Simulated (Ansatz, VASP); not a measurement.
Ba: VASP beside Ansatz

INCAR

```
PREC = Accurate
ENCUT = 520
EDIFF = 1E-7
ISMEAR = 0
SIGMA = 0.1
LREAL = F
LASPH = T
NELM = 60
ALGO = Fast
ISIF = 2
LWAVE = F
LCHARG = F
GGA = PE
NBANDS = 11
```

Contents of KPOINTS:

```
Automatic mesh
0
Gamma
  10 10 10
```

POSCAR

```
Ba
1.0
    4.0738435075      0.0000000000     -0.0504755830
    0.0000000000      3.7589510630      0.0000000000
   -0.0455019022      0.0000000000      3.5236211539
Ba
1
Direct
    0.5000000000      0.5000000000      0.5000000000
```

Input for Ansatz:

```yaml
crystal:
  lattice:
    - [4.0738435075, 0.0, -0.050475583]
    - [0.0, 3.758951063, 0.0]
    - [-0.0455019022, 0.0, 3.5236211539]
  atoms:
    - { symbol: Ba, position: [0.5, 0.5, 0.5] }
basis:
  ecutwfc: 420
kpoints:
  mp_grid: { grid: [10, 10, 10] }
hamiltonian:
  xc: pbe
scf:
  occupations: { method: gaussian, width: 0.1 }
output:
  forces: true
  stress: true
  eigenvalues: true
```

Alike in both runs: task single point; functional PBE; k mesh 10 × 10 × 10; occupations gaussian, width 0.1 eV; no spin polarisation.

```csv
,VASP,Ansatz
version,VASP 6.6.1,Ansatz 0.2.0
potentials or method,"VASP PAW PBE potentials, release 64 (Ba_sv), cutoff 520 eV","scalar-relativistic, plane waves, PAW"
valence electrons in the cell,10,10
```

Ansatz gave:

- gap on the k mesh at the Fermi level (eV): none
- pressure (GPa): 1.3
- traceless stress, the component that is largest in VASP (GPa): 2.89

Question: Which values does VASP return?

Answer: gap on the k mesh at the Fermi level (eV): none; pressure (GPa): 1.6; traceless stress, the component that is largest in VASP (GPa): 3.06.

A gap of «none» marks a metal or a gap that the smearing closes. With one functional, cell and mesh, what is left measures potentials, basis and numerics.

Neither program's run includes spin-orbit coupling.
